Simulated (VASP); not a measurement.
# Re (P6_3/mmc) in VASP: settings compared

Aim: see how the results for Re move with the level of theory and the settings. Levels: BLYP+D4, SVWN5, r2SCAN+rVV10, LDA. Tasks: relaxation of cell and atoms, single point.

Everything below comes from runs of VASP 6.6.1. Logs are shortened: lines on timing, memory, paths and dates and some standing lists are left out, and cuts for length are marked.

### 1 The cell of the first run

Symmetry: P6_3/mmc, No. 194, hexagonal system. The conventional cell has a = 2.761 Å, b = 2.761 Å, c = 4.458 Å, α = 90.00°, β = 90.00°, γ = 120.00°. Within 3.6 Å of Re (site symmetry -6m2) lie 12 Re at 2.74 to 2.76 Å.

### 2 Relaxation of cell and atoms, BLYP+D4

File INCAR:

```
SYSTEM = Re
PREC = Accurate
ENCUT = 600
EDIFF = 1E-6
ISMEAR = -1
SIGMA = 0.05
LREAL = .FALSE.
LASPH = .TRUE.
NELM = 100
ALGO = Normal
ISIF = 3
LWAVE = .FALSE.
LCHARG = .FALSE.
GGA = B5
ALDAX = 1.0
AGGAX = 1.0
AGGAC = 1.0
ALDAC = 0.0
IVDW = 13
VDW_S6 = 1.0
VDW_S8 = 2.34076671
VDW_A1 = 0.44488865
VDW_A2 = 4.0933009
IBRION = 2
NSW = 60
EDIFFG = -0.01
```

File KPOINTS:

```
Automatic mesh
0
G
  11 11 6
  0 0 0
```

File POSCAR:

```
Re
1.0
    2.7608000000      0.0000000000      0.0000000000
   -1.3804000000      2.3909229348      0.0000000000
    0.0000000000      0.0000000000      4.4582000000
Re
2
Direct
    0.6666666667      0.3333333333      0.7500000000
    0.3333333333      0.6666666667      0.2500000000
```

Potentials or basis: VASP PAW PBE potentials, release 64 (Re).

On the command line:

```bash
> cat potpaw_PBE.64/Re/POTCAR > POTCAR
> mpirun -np 1 vasp_std > vasp.out
```

OUTCAR:

```text
SYSTEM = Re
   PREC = Accurate
   ENCUT = 600
   EDIFF = 1E-6
   ISMEAR = -1
   LREAL = .FALSE.
   LASPH = .TRUE.
   NELM = 100
   ISIF = 3
   GGA = B5
   IVDW = 13
   IBRION = 2
   NSW = 60
   EDIFFG = -0.01

 ion  position               nearest neighbor table
   1  0.667  0.333  0.750-   2 2.74   2 2.74   2 2.74   2 2.74   2 2.74   2 2.74
   2  0.333  0.667  0.250-   1 2.74   1 2.74   1 2.74   1 2.74   1 2.74   1 2.74

  LATTYP: Found a hexagonal cell.
 ALAT       =     2.7608000000
 C/A-ratio  =     1.6148217908

  Lattice vectors:

 A1 = (   2.7608000000,   0.0000000000,   0.0000000000)
 A2 = (  -1.3804000000,   2.3909229348,   0.0000000000)
 A3 = (   0.0000000000,   0.0000000000,   4.4582000000)

Analysis of symmetry for initial positions (statically):
=====================================================================
 Subroutine PRICEL returns:
 Original cell was already a primitive cell.

 Routine SETGRP: Setting up the symmetry group for a
 hexagonal supercell.

 Subroutine GETGRP returns: Found 24 space group operations
 (whereof 12 operations were pure point group operations)
 out of a pool of 24 trial point group operations.

The static configuration has the point symmetry D_3d.
 The point group associated with its full space group is D_6h.

Analysis of symmetry for dynamics (positions and initial velocities):
=====================================================================
 Subroutine PRICEL returns:
 Original cell was already a primitive cell.

 Routine SETGRP: Setting up the symmetry group for a
 hexagonal supercell.

 Subroutine GETGRP returns: Found 24 space group operations
 (whereof 12 operations were pure point group operations)
 out of a pool of 24 trial point group operations.

The dynamic configuration has the point symmetry D_3d.
 The point group associated with its full space group is D_6h.

 Subroutine INISYM returns: Found 24 space group operations
 (whereof 12 operations are pure point group operations),
 and found     1 'primitive' translations

----------------------------------------------------------------------------------------

                                     Primitive cell

  volume of cell :      29.4280

  direct lattice vectors                    reciprocal lattice vectors
     2.760800000  0.000000000  0.000000000     0.362213851  0.209124264  0.000000000
    -1.380400000  2.390922935  0.000000000     0.000000000  0.418248529  0.000000000
     0.000000000  0.000000000  4.458200000     0.000000000  0.000000000  0.224305774

  length of vectors
     2.760800000  2.760800000  4.458200000     0.418248529  0.418248529  0.224305774

  position of ions in fractional coordinates (direct lattice)
     0.666666667  0.333333333  0.750000000
     0.333333333  0.666666667  0.250000000

  ion indices of the primitive-cell ions
   primitive index   ion index
                 1           1
                 2           2

----------------------------------------------------------------------------------------

 KPOINTS: Automatic mesh

Automatic generation of k-mesh.
 Grid dimensions read from file:
 generate k-points for:   11   11    6

 Generating k-lattice:

  Cartesian coordinates                     Fractional coordinates (reciprocal lattice)
     0.032928532  0.019011297  0.000000000     0.090909091 -0.000000000  0.000000000
     0.000000000  0.038022594  0.000000000     0.000000000  0.090909091  0.000000000
     0.000000000  0.000000000  0.037384296     0.000000000  0.000000000  0.166666667

  Length of vectors
     0.038022594  0.038022594  0.037384296

  Shift w.r.t. Gamma in fractional coordinates (k-lattice)
     0.000000000  0.000000000  0.000000000

 Subroutine IBZKPT returns following result:
 ===========================================

 Found     64 irreducible k-points:

 Following reciprocal coordinates:
            Coordinates               Weight
  0.000000  0.000000  0.000000      1.000000
  0.090909 -0.000000  0.000000      6.000000
  0.181818 -0.000000  0.000000      6.000000
[... 39 lines left out ...]
 non-spin polarized calculation
  energy-cutoff  :      600.00
  volume of cell :       29.43
 maximum number of plane-waves:      1014
 NGX is ok and might be reduce to    24
   NGX = 11   NGY = 11   NGZ = 17

--------------------------------------- Ionic step        1  -------------------------------------------

 number of electron      14.0000000 magnetization

 Free energy of the ion-electron system (eV)
  ---------------------------------------------------
  ext. energy  EPLUGINS =         0.00000000
  ---------------------------------------------------
  free energy    TOTEN  =       -21.41970086 eV

  energy without entropy =      -21.40687295  energy(sigma->0) =      -21.41328690

------------------------ aborting loop because EDIFF is reached ----------------------------------------

  DFT-D4 for vdW energy calculation

  Edisp (eV):   -2.67863

  FORCE on cell =-STRESS in cart. coord.  units (eV):
  Direction    XX          YY          ZZ          XY          YZ          ZX
  --------------------------------------------------------------------------------------
  -------------------------------------------------------------------------------------
  Total       1.48675     1.48675     1.32433     0.00000    -0.00000     0.00000
  in kB      80.94444    80.94444    72.10199     0.00000    -0.00000     0.00000
  external pressure =       78.00 kB  Pullay stress =        0.00 kB
[... 97 lines left out ...]
  FREE ENERGIE OF THE ION-ELECTRON SYSTEM (eV)
  ---------------------------------------------------
  free  energy   TOTEN  =       -24.1128787802 eV

  energy  without entropy=      -24.0993506742  energy(sigma->0) =      -24.10611473

[... ionic steps 4 to 7 ...]

--------------------------------------- Ionic step        8  -------------------------------------------

 number of electron      14.0000000 magnetization

------------------------ aborting loop because EDIFF is reached ----------------------------------------

  DFT-D4 for vdW energy calculation

  Edisp (eV):   -2.62434
[... 69 lines left out ...]
  energy  without entropy=      -24.0994534219  energy(sigma->0) =      -24.10619850

--------------------------------------- Ionic step       10  -------------------------------------------

 number of electron      14.0000000 magnetization

 Free energy of the ion-electron system (eV)
  ---------------------------------------------------
  ext. energy  EPLUGINS =         0.00000000
  ---------------------------------------------------
  free energy    TOTEN  =       -21.48774573 eV

  energy without entropy =      -21.47422909  energy(sigma->0) =      -21.48098741

 E-fermi :   8.2558     XC(G=0): -12.9167

 val. band max:        8.2388521052   @ k =   0.0000   0.0000   0.1667
 cond. band min:       8.2900962944   @ k =   0.3636  -0.0000   0.3333
 fundamental gap:      0.0512441892
 Fermi energy:         8.2558293193

 k-point     1 :       0.0000    0.0000    0.0000
  band No.  band energies     occupation
      1      -1.3016      2.00000
      2       1.8193      2.00000
      3       6.6664      2.00000
      4       6.6664      2.00000
      5       6.6861      2.00000
      6       7.4689      2.00000
      7       7.4689      2.00000
      8       8.3422      0.30199
      9       8.3422      0.30199
     10       9.1537      0.00000
     11      11.4599      0.00000
[... 309 lines left out ...]
 k-point    24 :       0.1818    0.0909    0.1667
  band No.  band energies     occupation
      1       0.9687      2.00000
      2       3.4834      2.00000
      3       4.8488      2.00000
      4       5.1275      2.00000
      5       6.3322      2.00000
      6       7.0035      2.00000
      7       7.5885      2.00000
      8       8.5031      0.01413
      9       9.1877      0.00000
     10       9.5518      0.00000
     11      11.8400      0.00000

 [... further k-points ...]

------------------------ aborting loop because EDIFF is reached ----------------------------------------

  DFT-D4 for vdW energy calculation

  Edisp (eV):   -2.62523

  FORCE on cell =-STRESS in cart. coord.  units (eV):
  Direction    XX          YY          ZZ          XY          YZ          ZX
  --------------------------------------------------------------------------------------
  -------------------------------------------------------------------------------------
  Total       0.00652     0.00652    -0.00152     0.00000    -0.00000     0.00000
  in kB       0.34776     0.34776    -0.08108     0.00000    -0.00000     0.00000
  external pressure =        0.20 kB  Pullay stress =        0.00 kB
[... 17 lines left out ...]
  FREE ENERGIE OF THE ION-ELECTRON SYSTEM (eV)
  ---------------------------------------------------
  free  energy   TOTEN  =       -24.1129727187 eV

  energy  without entropy=      -24.0994560750  energy(sigma->0) =      -24.10621440

 reached required accuracy - stopping structural energy minimisation
```

Wall time 4.1 min (1 thread of Intel Xeon 8259CL, shared host); peak memory 0.19 GiB.

Results:

```
Free energy                           : -24.1130 eV
Relaxed volume                        : 15.02 Å³/atom
Relaxed cell                          : a = 2.782 Å, b = 2.782 Å, c = 4.481 Å, α = 90.00°, β = 90.00°, γ = 120.00°
Space group after relaxing (to 0.1 Å) : P6_3/mmc (No. 194)
Energy gained by relaxing             : 7.3 meV/atom
Ionic steps                           : 10
Pressure after relaxing               : 0.0 GPa
Band gap on the k mesh                : zero (bands 7 and 8 overlap by 3.24 eV)
Dispersion energy per atom            : -1.313 eV
```

Step by step:
| step | energy change (eV) | largest force (eV/Å) | pressure (GPa) | volume (Å³) |
| --- | --- | --- | --- | --- |
| 1 | 0.0000 | 0.0000 | 7.80 | 29.43 |
| 2 | 0.1959 | 0.0000 | -24.50 | 32.59 |
| 3 | -0.0145 | 0.0000 | -0.33 | 30.06 |
| 4 | -0.0146 | 0.0000 | 0.01 | 30.04 |
| 5 | -0.0146 | 0.0000 | -0.08 | 30.05 |
| 6 | -0.0146 | 0.0000 | -0.11 | 30.05 |
| 7 | -0.0146 | 0.0000 | -0.11 | 30.05 |
| 8 | -0.0146 | 0.0000 | -0.12 | 30.05 |
| 9 | -0.0146 | 0.0000 | 0.33 | 30.01 |
| 10 | -0.0146 | 0.0000 | 0.02 | 30.04 |

Final structure:
```
CELL_PARAMETERS angstrom
2.78197 0.00000 0.00000
-1.39099 2.40926 0.00000
0.00000 0.00000 4.48147
ATOMIC_POSITIONS crystal
Re 0.66667 0.33333 0.75000
Re 0.33333 0.66667 0.25000
```

Levels at points of the mesh, in eV from the Fermi level:
| k point | band 5 | band 6 | band 7 | band 8 | band 9 | band 10 |
| --- | --- | --- | --- | --- | --- | --- |
| (0.00, 0.00, 0.00) | -1.57 | -0.79 | -0.79 | 0.09 | 0.09 | 0.90 |
| (0.00, 0.00, 0.50) | -1.73 | -1.73 | -1.73 | -1.73 | 2.39 | 2.39 |

Caveat: the PAW data sets were made with another functional, which shifts forces and pressure a little; spin-orbit coupling is left out, which moves the levels of the heavy elements.

### 3 Relaxation of cell and atoms, SVWN5

File INCAR:

```
PREC     = Accurate       # precision mode
ENCUT    = 600            # plane-wave cutoff, eV
EDIFF    = 1E-6           # SCF threshold, eV
ISMEAR   = -1             # smearing method
SIGMA    = 0.05           # smearing width, eV
LREAL    = F              # projectors in reciprocal space
LASPH    = T              # aspherical terms in the spheres
NELM     = 60             # most SCF steps
ALGO     = Fast           # electronic algorithm
ISIF     = 3              # what is computed and relaxed
LWAVE    = F              # write WAVECAR
LCHARG   = F              # write CHGCAR
GGA      = VW             # functional
IBRION   = 2              # ionic algorithm
NSW      = 60             # ionic steps
EDIFFG   = -0.01          # ionic threshold
```

File KPOINTS:

```
Automatic mesh
0
Gamma
  11 11 6
```

POSCAR is that of step 2.

Potentials or basis: VASP PAW PBE potentials, release 64 (Re).

On the command line:

```bash
> cat potpaw_PBE.64/Re/POTCAR > POTCAR
> mpirun -np 1 vasp_std > vasp.out
```

Wall time 2.3 min (1 thread of Intel Xeon 8259CL, shared host); peak memory 0.16 GiB.

The run converged. Its results:

| Quantity | Value |
| --- | --- |
| Free energy | -27.6380 eV |
| Relaxed volume | 14.34 Å³/atom |
| Relaxed cell | a = 2.738 Å, b = 2.738 Å, c = 4.418 Å, α = 90.00°, β = 90.00°, γ = 120.00° |
| Space group after relaxing (to 0.1 Å) | P6_3/mmc (No. 194) |
| Energy gained by relaxing | 12.0 meV/atom |
| Ionic steps | 7 |
| Pressure after relaxing | 0.0 GPa |
| Band gap on the k mesh | zero (bands 7 and 8 overlap by 3.30 eV) |

Stress tensor (GPa, compression positive):
```
 0.06  0.00  0.00
 0.00  0.06  0.00
 0.00  0.00 -0.07
```

Step by step:
```tsv
step	energy change (eV)	largest force (eV/Å)	pressure (GPa)	volume (Å³)
1	0.0000	0.0000	-10.06	29.43
2	0.4767	0.0000	58.71	25.66
3	-0.0240	0.0000	-0.67	28.72
4	-0.0240	0.0000	-0.03	28.68
5	-0.0240	0.0000	0.14	28.67
6	-0.0240	0.0000	-0.32	28.71
7	-0.0240	0.0000	0.02	28.68
```

Final structure:
```
CELL_PARAMETERS angstrom
2.73796 0.00000 0.00000
-1.36898 2.37115 0.00000
0.00000 0.00000 4.41802
ATOMIC_POSITIONS crystal
Re 0.66667 0.33333 0.75000
Re 0.33333 0.66667 0.25000
```

Levels at points of the mesh, in eV from the Fermi level:
| k point | band 5 | band 6 | band 7 | band 8 | band 9 | band 10 |
| --- | --- | --- | --- | --- | --- | --- |
| (0.00, 0.00, 0.00) | -1.67 | -0.81 | -0.81 | 0.15 | 0.15 | 0.76 |
| (0.00, 0.00, 0.50) | -1.82 | -1.82 | -1.82 | -1.82 | 2.61 | 2.61 |

Caveat: the PAW data sets were made with another functional, which shifts forces and pressure a little; spin-orbit coupling is left out, which moves the levels of the heavy elements.

### 4 Relaxation of cell and atoms, r2SCAN+rVV10

POSCAR is that of step 3.

File INCAR.step1:

```
PREC     = Accurate       # precision mode
ENCUT    = 600            # plane-wave cutoff, eV
ISMEAR   = -1             # smearing method
SIGMA    = 0.05           # smearing width, eV
LREAL    = False          # projectors in reciprocal space
LASPH    = True           # aspherical terms in the spheres
NELM     = 80             # most SCF steps
GGA      = PE             # functional
ALGO     = Normal         # electronic algorithm
EDIFF    = 1E-4           # SCF threshold, eV
LWAVE    = True           # write WAVECAR
LCHARG   = False          # write CHGCAR
```

File INCAR.step2:

```
PREC     = Accurate       # precision mode
ENCUT    = 600            # plane-wave cutoff, eV
EDIFF    = 1E-6           # SCF threshold, eV
ISMEAR   = -1             # smearing method
SIGMA    = 0.05           # smearing width, eV
LREAL    = False          # projectors in reciprocal space
LASPH    = True           # aspherical terms in the spheres
NELM     = 80             # most SCF steps
ALGO     = Normal         # electronic algorithm
ISIF     = 3              # what is computed and relaxed
LWAVE    = False          # write WAVECAR
LCHARG   = False          # write CHGCAR
METAGGA  = R2SCAN         # meta-GGA
LMIXTAU  = True         
LUSE_VDW = True         
IVDW_NL  = 2            
BPARAM   = 11.95        
CPARAM   = 0.0093       
IBRION   = 2              # ionic algorithm
NSW      = 60             # ionic steps
EDIFFG   = -0.01          # ionic threshold
ISTART   = 1
```

KPOINTS is that of step 3.

On the command line:

```bash
> cat potpaw_PBE.64/Re/POTCAR > POTCAR
> cp INCAR.step1 INCAR
> mpirun -np 1 vasp_std > vasp.out
> cp INCAR.step2 INCAR
> mpirun -np 1 vasp_std > vasp.out
```

Wall time 11 min (1 thread of Intel Xeon 8259CL, shared host); peak memory 0.28 GiB.

It converged, with:

| Property | Result |
| --- | --- |
| Free energy | -104.6972 eV |
| Relaxed volume | 14.66 Å³/atom |
| Relaxed cell | a = 2.755 Å, b = 2.755 Å, c = 4.459 Å, α = 90.00°, β = 90.00°, γ = 120.00° |
| Space group after relaxing (to 0.1 Å) | P6_3/mmc (No. 194) |
| Energy gained by relaxing | 0.4 meV/atom |
| Ionic steps | 6 |
| Pressure after relaxing | 0.0 GPa |
| Band gap on the k mesh | zero (bands 7 and 8 overlap by 3.09 eV) |

Step by step:
| step | energy change (eV) | largest force (eV/Å) | pressure (GPa) | volume (Å³) |
| --- | --- | --- | --- | --- |
| 1 | 0.0000 | 0.0000 | -1.56 | 29.43 |
| 2 | 0.0098 | 0.0000 | 6.98 | 28.82 |
| 3 | -0.0007 | 0.0000 | 0.12 | 29.30 |
| 4 | -0.0007 | 0.0000 | 0.08 | 29.31 |
| 5 | -0.0007 | 0.0000 | -0.10 | 29.32 |
| 6 | -0.0007 | 0.0000 | -0.04 | 29.31 |

Final structure:
```
CELL_PARAMETERS angstrom
2.75510 0.00000 0.00000
-1.37755 2.38598 0.00000
0.00000 0.00000 4.45934
ATOMIC_POSITIONS crystal
Re 0.66667 0.33333 0.75000
Re 0.33333 0.66667 0.25000
```

Levels at points of the mesh, in eV from the Fermi level:
| k point | band 4 | band 5 | band 6 | band 7 | band 8 | band 9 | band 10 | band 11 |
| --- | --- | --- | --- | --- | --- | --- | --- | --- |
| (0.00, 0.00, 0.00) | -1.63 | -1.63 | -0.77 | -0.77 | 0.24 | 0.24 | 0.50 | 3.54 |
| (0.00, 0.00, 0.50) | -2.55 | -1.77 | -1.77 | -1.77 | -1.77 | 2.68 | 2.68 | 2.68 |

Caveat: the PAW data sets were made with another functional, which shifts forces and pressure a little; spin-orbit coupling is left out, which moves the levels of the heavy elements.

### 5 Single point, LDA, non-collinear spin, zero start, spin-orbit coupling

File INCAR:

```
PREC = Accurate
ENCUT = 520
EDIFF = 1E-6
ISMEAR = -1
SIGMA = 0.05
LREAL = False
LASPH = True
NELM = 150
ALGO = Fast
ISIF = 2
LWAVE = False
LCHARG = True
LNONCOLLINEAR = True
MAGMOM = 0 0 0 0 0 0
LORBIT = 11
LSORBIT = True
GGA_COMPAT = False
LORBMOM = True
LMAXMIX = 4
GGA = CA
LVHAR = True
NBANDS = 26
```

File KPOINTS:

```
regular mesh
0
Gamma
  11 11 6
```

POSCAR is that of step 4.

Potentials or basis: VASP PAW LDA potentials, release 64 (Re).

On the command line:

```bash
> cat potpaw_LDA.64/Re/POTCAR > POTCAR
> mpirun -np 1 vasp_ncl > vasp.out
```

Run time: 3.6 min. Hardware: 1 thread of Intel Xeon 8259CL, shared host; peak memory 0.24 GiB.

It converged, with:

```yaml
Free_energy: -28.1825 eV
Pressure: -8.1 GPa
Net_moment: 0.00 μB per cell
Valence_electrons_inside_the_program's_atomic_spheres: Re 6.16
```

Stress tensor (GPa, compression positive):
```
-7.77  0.00  0.00
 0.00 -7.77  0.00
 0.00  0.00 -8.87
```

Moments on the atoms (μB; x, y, z):
```
Re  0.00 0.00 0.00
Re  0.00 0.00 0.00
```

Caveat: the cell stands under tension.

### 6 Summary

| task | level | potentials or basis | spin | cell | cutoff (eV) | gap on the mesh (eV) | pressure (GPa) | relaxed volume (Å³/atom) |
| --- | --- | --- | --- | --- | --- | --- | --- | --- |
| relaxation of cell and atoms | BLYP+D4 | VASP PAW PBE potentials, release 64 (Re) | off | relaxed | 600 | none | 0.0 | 15.02 |
| relaxation of cell and atoms | SVWN5 | VASP PAW PBE potentials, release 64 (Re) | off | relaxed | 600 | none | 0.0 | 14.34 |
| relaxation of cell and atoms | r2SCAN+rVV10 | VASP PAW PBE potentials, release 64 (Re) | off | relaxed | 600 | none | 0.0 | 14.66 |
| single point | LDA | VASP PAW LDA potentials, release 64 (Re) | non-collinear, zero start, SOC | as given | 520 | - | -8.1 | - |

Alike in all rows: k mesh 11 × 11 × 6; smearing fermi-dirac 0.05 eV.

Caveats: the PAW data sets were made with another functional, which shifts forces and pressure a little (at least some runs); spin-orbit coupling is left out, which moves the levels of the heavy elements (at least some runs); the cell stands under tension (at least some runs).

Absolute energies hang on the potentials; compare differences alone.
